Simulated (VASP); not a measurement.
# Al2CdO6 (Fm-3m) in VASP: single point with PBE

Aim: the single point of Al2CdO6 with PBE.

Program: VASP 6.6.1. These are calculated values, not measurements. Logs are shortened: lines on timing, memory, paths and dates and some standing lists are left out, and cuts for length are marked.

## 1. The cell of the first run

It takes space group Fm-3m (No. 225, cubic). The conventional cell has a = 7.517 Å, b = 7.517 Å, c = 7.517 Å, α = 90.00°, β = 90.00°, γ = 90.00°. Al (site symmetry -43m) has 6 O at 1.88 Å within 2.5 Å. Within 3.5 Å of Cd (site symmetry m-3m) lie 12 O at 2.66 Å and 8 Al at 3.26 Å. Within 2.5 Å of O (site symmetry mmm) lie 2 Al at 1.88 Å.

## 2. Single point, PBE, collinear spin, ferromagnetic start (atoms taken out)

INCAR

```
SYSTEM = Al2CdO6
ALGO = Fast
EDIFF = 1E-6
ENCUT = 520
GGA = PE
ISIF = 2
ISMEAR = 0
ISPIN = 2
LASPH = .TRUE.
LCHARG = .FALSE.
LORBIT = 11
LREAL = .FALSE.
LWAVE = .FALSE.
MAGMOM = 0 0 0 1 1 1 1 1 1
NBANDS = 41
NELM = 150
PREC = Accurate
SIGMA = 0.1
```

KPOINTS

```
k-points
0
G
  4 4 4
  0 0 0
```

POSCAR

```
Al2CdO6
1.0
    0.0000000000      3.7586183300      3.7586183300
    3.7586183300      0.0000000000      3.7586183300
    3.7586183300      3.7586183300      0.0000000000
Al Cd O
2 1 6
Direct
    0.7500000000      0.7500000000      0.7500000000
    0.2500000000      0.2500000000      0.2500000000
    0.0000000000      0.0000000000      0.0000000000
    0.5000000000      0.0000000000      0.0000000000
    0.0000000000      0.5000000000      0.5000000000
    0.0000000000      0.5000000000      0.0000000000
    0.5000000000      0.0000000000      0.5000000000
    0.0000000000      0.0000000000      0.5000000000
    0.5000000000      0.5000000000      0.0000000000
```

Potentials or basis: VASP PAW PBE potentials, release 64 (Al, Cd, O).

Launch:

```
cat potpaw_PBE.64/Al/POTCAR potpaw_PBE.64/Cd/POTCAR potpaw_PBE.64/O/POTCAR > POTCAR
mpirun -np 1 vasp_std > vasp.out
```

OUTCAR:

```text
SYSTEM = Al2CdO6
   EDIFF = 1E-6
   ENCUT = 520
   GGA = PE
   ISIF = 2
   ISMEAR = 0
   ISPIN = 2
   LASPH = .TRUE.
   LORBIT = 11
   LREAL = .FALSE.
   NELM = 150
   PREC = Accurate

 ion  position               nearest neighbor table
   1  0.750  0.750  0.750-   4 1.88   5 1.88   6 1.88   7 1.88   8 1.88   9 1.88   3 3.26   3 3.26
                             3 3.26   3 3.26
   2  0.250  0.250  0.250-   4 1.88   5 1.88   6 1.88   7 1.88   8 1.88   9 1.88   3 3.26   3 3.26
                             3 3.26   3 3.26
   3  0.000  0.000  0.000-   4 2.66   6 2.66   8 2.66   5 2.66   7 2.66   8 2.66   5 2.66   6 2.66
                             9 2.66   4 2.66   7 2.66   9 2.66   1 3.26   1 3.26   2 3.26   1 3.26
   4  0.500  0.000  0.000-   1 1.88   2 1.88   3 2.66   3 2.66
   5  0.000  0.500  0.500-   1 1.88   2 1.88   3 2.66   3 2.66
   6  0.000  0.500  0.000-   1 1.88   2 1.88   3 2.66   3 2.66
   7  0.500  0.000  0.500-   1 1.88   2 1.88   3 2.66   3 2.66
   8  0.000  0.000  0.500-   1 1.88   2 1.88   3 2.66   3 2.66
   9  0.500  0.500  0.000-   1 1.88   2 1.88   3 2.66   3 2.66

  LATTYP: Found a face centered cubic cell.
 ALAT       =     7.5172366600

  Lattice vectors:

 A1 = (   0.0000000000,   3.7586183300,   3.7586183300)
 A2 = (   3.7586183300,   0.0000000000,   3.7586183300)
 A3 = (   3.7586183300,   3.7586183300,   0.0000000000)

Analysis of symmetry for initial positions (statically):
=====================================================================
 Subroutine PRICEL returns:
 Original cell was already a primitive cell.

 Routine SETGRP: Setting up the symmetry group for a
 face centered cubic supercell.

 Subroutine GETGRP returns: Found 48 space group operations
 (whereof 48 operations were pure point group operations)
 out of a pool of 48 trial point group operations.

The static configuration has the point symmetry O_h .

Analysis of symmetry for dynamics (positions and initial velocities):
=====================================================================
 Subroutine PRICEL returns:
 Original cell was already a primitive cell.

 Routine SETGRP: Setting up the symmetry group for a
 face centered cubic supercell.

 Subroutine GETGRP returns: Found 48 space group operations
 (whereof 48 operations were pure point group operations)
 out of a pool of 48 trial point group operations.

The dynamic configuration has the point symmetry O_h .

Analysis of structural, dynamic, and magnetic symmetry:
=====================================================================
 Subroutine PRICEL returns:
 Original cell was already a primitive cell.

 Routine SETGRP: Setting up the symmetry group for a
 face centered cubic supercell.

 Subroutine GETGRP returns: Found 48 space group operations
 (whereof 48 operations were pure point group operations)
 out of a pool of 48 trial point group operations.

The overall configuration has the point symmetry O_h .

 Subroutine INISYM returns: Found 48 space group operations
 (whereof 48 operations are pure point group operations),
 and found     1 'primitive' translations

----------------------------------------------------------------------------------------

                                     Primitive cell

  volume of cell :     106.1976

  direct lattice vectors                    reciprocal lattice vectors
     0.000000000  3.758618330  3.758618330    -0.133027606  0.133027606  0.133027606
     3.758618330  0.000000000  3.758618330     0.133027606 -0.133027606  0.133027606
     3.758618330  3.758618330  0.000000000     0.133027606  0.133027606 -0.133027606

  length of vectors
     5.315489018  5.315489018  5.315489018     0.230410573  0.230410573  0.230410573

  position of ions in fractional coordinates (direct lattice)
     0.750000000  0.750000000  0.750000000
     0.250000000  0.250000000  0.250000000
     0.000000000  0.000000000  0.000000000
     0.500000000  0.000000000  0.000000000
     0.000000000  0.500000000  0.500000000
     0.000000000  0.500000000  0.000000000
     0.500000000  0.000000000  0.500000000
     0.000000000  0.000000000  0.500000000
     0.500000000  0.500000000  0.000000000

  ion indices of the primitive-cell ions
   primitive index   ion index
                 1           1
[... 53 lines left out ...]
 SYSTEM =  Al2CdO6
   PREC   = accura    normal or accurate (medium, high low for compatibility)
   ISTART =      0    job   : 0-new  1-cont  2-samecut
   ICHARG =      2    charge: 1-file 2-atom 10-const
   ISPIN  =      2    spin polarized calculation?
   LNONCOLLINEAR =      F non collinear calculations
   LSORBIT =      F    spin-orbit coupling
   LASPH  =      T    aspherical Exc in radial PAW
   ENCUT  =  520.0 eV  38.22 Ry    6.18 a.u.   9.88  9.88  9.88*2*pi/ulx,y,z
   NELM   =    150;   NELMIN=  2; NELMDL= -5     # of ELM steps
   EDIFF  = 0.1E-05   stopping-criterion for ELM
   LREAL  =      F    real-space projection
   EDIFFG = 0.1E-04   stopping-criterion for IOM
   NSW    =      0    number of steps for IOM
   IBRION =     -1    ionic relax: 0-MD 1-quasi-New 2-CG
   NFREE  =      0    steps in history (QN), initial steepest desc. (CG)
   ISIF   =      2    stress and relaxation
   ISYM   =      2    0-nonsym 1-usesym 2-fastsym
   POTIM  = 0.5000    time-step for ionic-motion
   TEBEG  =    0.0;   TEEND  =   0.0 temperature during run
   PSTRESS=    0.0 pullay stress
   NELECT =      54.0000    total number of electrons
   NUPDOWN=      -1.0000    fix difference up-down
   EMIN   =  10.00;   EMAX   =-10.00  energy-range for DOS
   EFERMI =   0.00;   METHOD = LEGACY
   ISMEAR =     0;   SIGMA  =   0.10  broadening in eV -4-tet -1-fermi 0-gaus
   EFERMI_NEDOS =   21; number of points for ismear=-14 and -15
   IALGO  =     68    algorithm
   IMIX   =      4    mixing-type and parameters
     AMIX     =   0.40;   BMIX     =  1.00
     AMIX_MAG =   1.60;   BMIX_MAG =  1.00
  volume/ion in A,a.u.               =      11.80        79.63
  Fermi-wavevector in a.u.,A,eV,Ry     =   1.306676  2.469259 23.230611  1.707402
  Thomas-Fermi vector in A             =   2.437462
   LORBIT       =     11    0 simple, 1 ext, 2 COOP (PROOUT), +10 PAW based schemes
   GGA     = PE    functional components
   LHFCALC =     F    Hartree Fock is set to
   AEXX    =    0.0000 exact exchange contribution
   IVDW    =     0    specifies the selected vdW correction
   LEPSILON=     F    determine dielectric tensor
   LRPA    =     F    only Hartree local field effects (RPA)
 spin polarized calculation
 RMM-DIIS sequential band-by-band and
 Gauss-broadening in eV      SIGMA  =   0.10
  energy-cutoff  :      520.00
  volume of cell :      106.20
 maximum number of plane-waves:      2884
   NGX = 19   NGY = 19   NGZ = 19

 number of electron      54.0000024 magnetization       4.0000327

 Free energy of the ion-electron system (eV)
  ---------------------------------------------------
  ext. energy  EPLUGINS =         0.00000000
  ---------------------------------------------------
  free energy    TOTEN  =       -50.53146106 eV

  energy without entropy =      -50.51224971  energy(sigma->0) =      -50.52185538

 E-fermi :   1.7613     XC(G=0): -10.2407

 val. band max:        1.6775784801   @ k =  -0.2500   0.5000   0.2500
 cond. band min:       1.7917992650   @ k =   0.2500   0.2500   0.0000
 fundamental gap:      0.1142207849
 Fermi energy:         1.7613101302

 spin component 1

 k-point     1 :       0.0000    0.0000    0.0000
  band No.  band energies     occupation
      1     -17.1026      1.00000
      2     -15.5247      1.00000
      3     -15.5247      1.00000
      4     -15.5247      1.00000
      5     -14.8939      1.00000
      6     -14.8939      1.00000
[... 325 lines left out ...]
     38      16.0273      0.00000
     39      16.0357      0.00000
 Fermi energy:         1.7613101302

 spin component 2

 k-point     1 :       0.0000    0.0000    0.0000
  band No.  band energies     occupation
      1     -16.1947      1.00000
      2     -14.4774      1.00000
      3     -14.4774      1.00000
      4     -14.4774      1.00000
      5     -13.7859      1.00000
      6     -13.7859      1.00000
[... 325 lines left out ...]
     38      16.1866      0.00000
     39      16.3716      0.00000
 [bands above 39 left out]

------------------------ aborting loop because EDIFF is reached ----------------------------------------

  FORCE on cell =-STRESS in cart. coord.  units (eV):
  Direction    XX          YY          ZZ          XY          YZ          ZX
  --------------------------------------------------------------------------------------
  -------------------------------------------------------------------------------------
  Total       -1.9817788     -1.9817788     -1.9817788     -0.0000000     -0.0000000     -0.0000000
  in kB      -29.8986152    -29.8986152    -29.8986152     -0.0000000     -0.0000000     -0.0000000
  external PRESSURE =     -29.8986152 kB  Pullay stress =       0.0000000 kB

 VOLUME and BASIS-vectors are now :
 -----------------------------------------------------------------------------
  energy-cutoff  :      520.00
  volume of cell :      106.20
      direct lattice vectors                 reciprocal lattice vectors
     0.000000000  3.758618330  3.758618330    -0.133027606  0.133027606  0.133027606
     3.758618330  0.000000000  3.758618330     0.133027606 -0.133027606  0.133027606
     3.758618330  3.758618330  0.000000000     0.133027606  0.133027606 -0.133027606

 POSITION                                       TOTAL-FORCE (eV/Angst)
 -----------------------------------------------------------------------------------
      5.63793      5.63793      5.63793        -0.000000     -0.000000     -0.000000
      1.87931      1.87931      1.87931         0.000000      0.000000      0.000000
      0.00000      0.00000      0.00000        -0.000000     -0.000000     -0.000000
      0.00000      1.87931      1.87931         0.000000     -0.000000     -0.000000
      3.75862      1.87931      1.87931        -0.000000     -0.000000     -0.000000
      1.87931      0.00000      1.87931        -0.000000     -0.000000     -0.000000
      1.87931      3.75862      1.87931         0.000000     -0.000000     -0.000000
      1.87931      1.87931      0.00000        -0.000000     -0.000000     -0.000000
      1.87931      1.87931      3.75862        -0.000000     -0.000000     -0.000000
 -----------------------------------------------------------------------------------
    total drift:                               -0.000000     -0.000000      0.000000

  FREE ENERGIE OF THE ION-ELECTRON SYSTEM (eV)
  ---------------------------------------------------
  free  energy   TOTEN  =       -50.5314610600 eV

  energy  without entropy=      -50.5122497085  energy(sigma->0) =      -50.52185538

 total charge

# of ion       s       p       d       tot
------------------------------------------
    1        0.300   0.400   0.000   0.700
    2        0.300   0.400   0.000   0.700
    3        0.240   0.158   9.633  10.031
    4        1.580   3.368   0.000   4.949
    5        1.580   3.368   0.000   4.949
    6        1.580   3.368   0.000   4.949
    7        1.580   3.368   0.000   4.949
    8        1.580   3.368   0.000   4.949
    9        1.580   3.368   0.000   4.949
--------------------------------------------------
tot         10.322  21.168   9.633  41.123

 magnetization (x)

# of ion       s       p       d       tot
------------------------------------------
    1       -0.008  -0.011   0.000  -0.019
    2       -0.008  -0.011   0.000  -0.019
    3       -0.025  -0.012   0.015  -0.022
    4        0.008   0.569   0.000   0.577
    5        0.008   0.569   0.000   0.577
    6        0.008   0.569   0.000   0.577
    7        0.008   0.569   0.000   0.577
    8        0.008   0.569   0.000   0.577
    9        0.008   0.569   0.000   0.577
--------------------------------------------------
tot          0.006   3.381   0.015   3.402
```

Run time: 100 s. Hardware: 1 thread of Oxide Virtual Turin-like, shared host; peak memory 0.27 GiB.

Results:

* Free energy: -50.5315 eV
* Pressure: -3.0 GPa
* Band gap on the k mesh: zero (filled and empty bands overlap)
* Net moment: 4.00 μB per cell
* Site moments: Al -0.02; Cd -0.02; O +0.58 μB
* Valence electrons inside the program's atomic spheres: Al 0.70; Cd 10.03; O 4.95

Levels at points of the mesh, in eV from the Fermi level:
Spin up:
```
           k point  band 25  band 26  band 27  band 28  band 29  band 30  band 31  band 32  band 33  band 34
(0.00, 0.00, 0.00)    -1.06    -1.06    -0.38    -0.38    -0.38     1.50     7.74     9.17    11.32    11.32
(0.50, 0.00, 0.00)    -0.95    -0.95    -0.94    -0.79    -0.79     3.91     7.62    10.24    10.24    10.26
(0.50, 0.50, 0.00)    -1.89    -1.56    -1.03    -1.03    -0.34     4.59     7.72     9.41     9.41    10.36
```
Spin down:
```tsv
k point	band 22	band 23	band 24	band 25	band 26	band 27
(0.00, 0.00, 0.00)	-0.24	-0.24	0.07	0.07	0.07	1.16
(0.50, 0.00, 0.00)	-1.30	-1.30	0.06	0.31	0.31	0.52
(0.50, 0.50, 0.00)	-0.72	-0.72	-0.67	-0.67	-0.36	0.18
```

Caveat: the k points lie up to 0.36 Å⁻¹ apart, too coarse for converged energies and pressures of a metal; the cell differs from its parent crystal (atoms taken out).

The gap in the log of VASP goes by the Fermi energy; the results here count the filled bands.